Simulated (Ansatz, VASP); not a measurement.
One calculation of BaS, two programs

```
Ba S
1.0
     0.00000    3.21382    3.21382
     3.21382    0.00000    3.21382
     3.21382    3.21382    0.00000
Ba S
1 1
Cartesian
  0.0000 0.0000 0.0000
  3.2138 3.2138 3.2138
```

Alike in both runs: functional PBE; k mesh 8 × 8 × 8; occupations gaussian, width 0.02 eV; no spin polarisation.

Ansatz relaxed the structure, and its values are those at the end. VASP's run is a single point on that final structure, the one shown.

|  | VASP | Ansatz |
| --- | --- | --- |
| version | VASP 6.6.1 | Ansatz 0.2.0 |
| potentials or method | VASP PAW PBE potentials, release 64 (Ba_sv, S), cutoff 520 eV | scalar-relativistic, plane waves, PAW |
| valence electrons in the cell | 16 | 16 |

|  | VASP | Ansatz | Ansatz less VASP |
| --- | --- | --- | --- |
| gap on the k mesh at the Fermi level (eV) | 2.14 | 2.23 | +0.095 |
| least direct gap on the mesh (eV) | 2.28 | 2.35 | +0.064 |
| pressure (GPa) | 0.6 | 0.0 | -0.55 |

Neither program's run includes spin-orbit coupling.
